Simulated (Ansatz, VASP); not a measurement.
**Two plane-wave programs on NaYHg2F6**

Contents of POSCAR:

```
NaYHg2F6
1.0
    0.0000000000      4.1771700000      4.1771700000
    4.1771700000      0.0000000000      4.1771700000
    4.1771700000      4.1771700000      0.0000000000
F Na Y Hg
6 1 1 2
Direct
    0.7560000000      0.2440000000      0.2440000000
    0.2440000000      0.7560000000      0.2440000000
    0.2440000000      0.7560000000      0.7560000000
    0.7560000000      0.2440000000      0.7560000000
    0.2440000000      0.2440000000      0.7560000000
    0.7560000000      0.7560000000      0.2440000000
    0.5000000000      0.5000000000      0.5000000000
    0.0000000000      0.0000000000      0.0000000000
    0.2500000000      0.2500000000      0.2500000000
    0.7500000000      0.7500000000      0.7500000000
```

INCAR.step1

```
PREC = Accurate ; ENCUT = 660
ISMEAR = 1 ; SIGMA = 0.0485
LREAL = False ; LASPH = True
NELM = 120 ; NBANDS = 53
GGA = PE ; ALGO = Normal
EDIFF = 1E-5 ; LWAVE = True
LCHARG = False ; GGA_COMPAT = False
```

File INCAR.step2:

```
PREC = Accurate ; ENCUT = 660
EDIFF = 1E-6 ; ISMEAR = 1
SIGMA = 0.0485 ; LREAL = False
LASPH = True ; NELM = 120
ALGO = Normal ; ISIF = 2
LWAVE = False ; LCHARG = False
METAGGA = R2SCAN ; LMIXTAU = True
NBANDS = 53 ; ISTART = 1
GGA_COMPAT = False
```

Contents of KPOINTS:

```
Automatic mesh
0
Gamma
  5 5 5
```

Input for Ansatz:

```yaml
crystal:
  lattice:
    - [0.0, 4.17717, 4.17717]
    - [4.17717, 0.0, 4.17717]
    - [4.17717, 4.17717, 0.0]
  atoms:
    - { symbol: F, position: [0.756, 0.244, 0.244] }
    - { symbol: F, position: [0.244, 0.756, 0.244] }
    - { symbol: F, position: [0.244, 0.756, 0.756] }
    - { symbol: F, position: [0.756, 0.244, 0.756] }
    - { symbol: F, position: [0.244, 0.244, 0.756] }
    - { symbol: F, position: [0.756, 0.756, 0.244] }
    - { symbol: Na, position: [0.5, 0.5, 0.5] }
    - { symbol: "Y", position: [0.0, 0.0, 0.0] }
    - { symbol: Hg, position: [0.25, 0.25, 0.25] }
    - { symbol: Hg, position: [0.75, 0.75, 0.75] }
  symmetry: { tolerance: 0.0003 }
kpoints:
  mp_grid: { grid: [5, 5, 5], shift: [0, 0, 0] }
  band_path:
    path:
      - [0.0, 0.0, 0.0]
      - [0.5, 0.0, 0.5]
      - [0.625, 0.25, 0.625]
      - [0.375, 0.375, 0.75]
      - [0.0, 0.0, 0.0]
      - [0.5, 0.5, 0.5]
      - [0.5, 0.25, 0.75]
      - [0.5, 0.0, 0.5]
    npoints: 8
magnetization:
  spin_polarized: false
scf:
  occupations: { method: cold, width: 0.0485 }
  lower_state_search: "off"
  max_iter: 200
hamiltonian:
  pseudopotentials: { kind: paw }
  xc: r2scan
basis:
  ecutwfc: 500
  fft_grid_basis: typed
output:
  forces: true
  stress: true
  eigenvalues: true
  bader: true
  populations: true
  elf: true
  write_potential: true
  volumetric_format: npy
  dos:
    e_range: [-12, 8]
    de: 0.05
    projected: { site_lists: { F: [F], Hg: [Hg], Na: [Na], "Y": ["Y"] } }
checkpoint:
  read: saved_state
```

Alike in both runs: task single point; functional r2SCAN; k mesh 5 × 5 × 5; no spin polarisation.

|  | VASP | Ansatz |
| --- | --- | --- |
| version | VASP 6.6.1 | Ansatz 0.2.0 |
| potentials or method | VASP PAW PBE potentials, release 64 (F, Na_pv, Y_sv, Hg), cutoff 660 eV | PAW plane waves |
| occupations | methfessel-paxton of order 1, width 0.0485 eV | cold, width 0.0485 eV |
| valence electrons in the cell | 84 | 102 |

|  | VASP | Ansatz | Ansatz less VASP |
| --- | --- | --- | --- |
| pressure (GPa) | 11.2 | 11.5 | +0.21 |
| rms of the force components (eV/Å) | 0.900 | 0.880 | -0.0205 |

VASP's potentials were made for PBE, not for r2SCAN. Atom by atom the forces differ by 0.021 eV/Å (rms over components). VASP's potentials hold 84 valence electrons a cell and Ansatz's 102, so a difference there can come from the potentials and not from the codes.

Neither program's run includes spin-orbit coupling.
